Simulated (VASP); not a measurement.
Crystal: Cr.

```
Cr
1.0
     2.07633    0.00000    0.00000
    -1.03817    1.79816    0.00000
     0.00000    0.00000    3.32254
Cr
2
Direct
  0.33333 0.66667 0.25000
  0.66667 0.33333 0.75000
```

This cell differs from its parent crystal: volume scaled by 0.52.

Base run:

- Program: VASP 6.6.1
- Functional: PBE
- Potentials or basis: VASP PAW PBE potentials, release 64 (Cr_pv)
- Cutoff: 520 eV
- k mesh: 17 × 17 × 9
- Occupations: fermi-dirac, width 0.1 eV
- Spin: no spin polarisation

Its results: band gap on the k mesh zero (band 12 reaches 24.15 eV, above the bottom of band 13 at 20.80 eV); pressure 551.9 GPa.

Question: The run is repeated on the same cell with these changes: potentials or basis from VASP PAW PBE potentials, release 64 (Cr_pv) to VASP PAW PBE potentials, release 64 (Cr_sv); cutoff from 520 eV to 600 eV; further incar settings from ALGO = Normal; EDIFF = 1e-07; NBANDS = 19 to ALGO = Normal; EDIFF = 1e-06; NBANDS = 21; valence electrons from 24 to 28. What comes out?

Answer: Band gap on the k mesh zero (band 14 reaches 29.43 eV, above the bottom of band 15 at 26.11 eV); pressure 523.1 GPa.

Caveats: the run has no spin polarisation, though such a crystal can be magnetic.
